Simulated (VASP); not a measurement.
Runs of VASP 6.6.1 on BN. The typed cell holds 2 atoms: a = 2.508 Å, b = 2.508 Å, c = 3.274 Å, α = 101.11°, β = 101.11°, γ = 119.81°. 

```csv
k mesh,gap on the mesh (eV),pressure (GPa),largest force (eV/Å)
12 × 12 × 8,3.27,0.0,2.73
8 × 8 × 6,3.27,0.0,2.73
10 × 10 × 6,(b),0.0,2.73
4 × 4 × 4,3.45,-0.1,2.77
14 × 14 × 10,(a),0.0,2.73
```

Alike in all rows: task single point; level r2SCAN+D4; potentials or basis VASP PAW PBE potentials, release 64 (B, N); no spin polarisation; cell as given; cutoff (eV) 520; smearing gaussian 0.01 eV.

Estimate the missing entries.

(a) 3.26; (b) 3.31.

Caveats: some runs use coarse meshes; the PAW data sets were made with another functional, which shifts forces and pressure a little.

A k mesh can miss the band edges.
